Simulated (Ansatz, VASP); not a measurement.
# Two plane-wave programs on Si8O15

```
CELL_PARAMETERS angstrom
-4.22440 -4.22440 0.00000
4.22440 -4.22440 0.00000
0.00000 0.00000 5.37920
ATOMIC_POSITIONS crystal
Si 0.49802 0.50000 0.00000
Si 0.00082 0.50000 0.25078
Si 0.49902 0.50000 0.50000
Si 0.00082 0.50000 0.74922
Si 0.99965 0.00000 0.00000
Si 0.49374 0.00000 0.25899
Si 0.99617 0.00000 0.50000
Si 0.49374 0.00000 0.74101
O 0.19305 0.50000 0.00000
O 0.00563 0.19326 0.25200
O 0.80677 0.50000 0.00000
O 0.00563 0.80674 0.25200
O 0.19315 0.50000 0.50000
O 0.00563 0.19326 0.74800
O 0.80683 0.50000 0.50000
O 0.00563 0.80674 0.74800
O 0.69222 0.00000 0.00000
O 0.49813 0.69308 0.25188
O 0.30398 0.00000 0.00000
O 0.49813 0.30692 0.25188
O 0.49813 0.69308 0.74812
O 0.70009 0.00000 0.50000
O 0.49813 0.30692 0.74812
```

Alike in both runs: functional PBE; dispersion D3(BJ); k mesh 2 × 2 × 2; occupations fermi-dirac, width 0.05 eV; no spin polarisation.

Ansatz relaxed the structure, and its values are those at the end. VASP's run is a single point on that final structure, the one shown.

|  | VASP | Ansatz |
| --- | --- | --- |
| version | VASP 6.6.1 | Ansatz 0.2.0 |
| potentials or method | VASP PAW PBE potentials, release 64 (Si, O), cutoff 520 eV | scalar-relativistic, plane waves, PAW |
| valence electrons in the cell | 122 | 122 |

VASP gave:

```
gap on the k mesh at the Fermi level (eV) : 2.83
rms of the force components (eV/Å)        : 0.010
```

Question: Which values does Ansatz return?

Answer: gap on the k mesh at the Fermi level (eV): 2.84; rms of the force components (eV/Å): 0.002.

The k mesh is coarse, so the values compare programs but aren't converged.
